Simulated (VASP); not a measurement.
Write the native input for VASP 6.6.1 that does the following.

| Quantity | Value |
| --- | --- |
| Task | single point |
| Functional | PBE |
| Potentials or basis | VASP PAW PBE potentials, release 64 (Zn, O) |
| Cutoff | 520 eV |
| k mesh | 9 × 9 × 6 |
| Occupations | gaussian, width 0.01 eV |
| Spin | no spin polarisation |
| Dipole correction | no |
| Further INCAR settings | ALGO = Normal; EDIFF = 1e-06; NBANDS = 26 |

The structure of ZnO lies in POSCAR:

```
ZnO
1.0
    3.2794988488      0.0000000000      0.0000000000
   -1.6397494244      2.8401293148      0.0000000000
    0.0000000000      0.0000000000      5.2933572347
Zn O
2 2
Direct
    0.3333333333      0.6666666667      0.4999736333
    0.6666666667      0.3333333333     -0.0000263667
    0.6666666667      0.3333333333      0.3790363667
    0.3333333333      0.6666666667      0.8790363667
```

The input as run:

INCAR

```
PREC     = Accurate       # precision mode
ENCUT    = 520            # plane-wave cutoff, eV
EDIFF    = 1E-6           # SCF threshold, eV
ISMEAR   = 0              # smearing method
SIGMA    = 0.01           # smearing width, eV
LREAL    = False          # projectors in reciprocal space
LASPH    = True           # aspherical terms in the spheres
NELM     = 60             # most SCF steps
ALGO     = Normal         # electronic algorithm
ISIF     = 2              # what is computed and relaxed
LWAVE    = False          # write WAVECAR
LCHARG   = True           # write CHGCAR
GGA      = PE             # functional
LELF     = True           # ELF
LVHAR    = True         
NBANDS   = 26             # bands
```

KPOINTS

```
regular mesh
0
Gamma
  9 9 6
```

Potentials or basis: VASP PAW PBE potentials, release 64 (Zn, O).

The run is started by

```console
$ cat potpaw_PBE.64/Zn/POTCAR potpaw_PBE.64/O/POTCAR > POTCAR
$ mpirun -np 1 vasp_std > vasp.out
```

Results of the run:

* Pressure: 0.9 GPa
* Band gap on the k mesh: 0.73 eV, direct

It took 21 s on 1 thread of Intel(R) Xeon(R) 6975P-C (Granite Rapids), on a shared host, peak memory 0.19 GiB.
